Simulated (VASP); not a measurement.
Crystal: CaO.

```
Ca O
1.0
     0.00000    2.25442    2.39755
     2.25442    0.00000    2.39755
     2.25442    2.25442    0.00000
Ca O
1 1
Cartesian
  0.0000 0.0000 0.0000
  2.2544 2.2544 2.3976
```

This cell differs from its parent crystal: biaxial xy strain -6.0%.

Base run:

* Program: VASP 6.6.1
* Functional: r2SCAN
* Potentials or basis: VASP PAW PBE potentials, release 64 (Ca_sv, O)
* Cutoff: 520 eV
* k mesh: 10 × 10 × 10
* Occupations: gaussian, width 0.01 eV
* Spin: no spin polarisation

Its results: band gap on the k mesh 3.97 eV, indirect (least direct gap 4.31 eV); pressure 22.0 GPa.

Problem. The run is repeated on the same cell with these changes: functional from r2SCAN to PBE; occupations from gaussian, width 0.01 eV to fermi-dirac, width 0.02 eV. What comes out?

Solution. Band gap on the k mesh 3.42 eV, indirect (least direct gap 3.77 eV); pressure 23.4 GPa.

Caveats: the PAW data sets were made with another functional, which shifts forces and pressure a little (some runs).

A k mesh can miss the band edges.
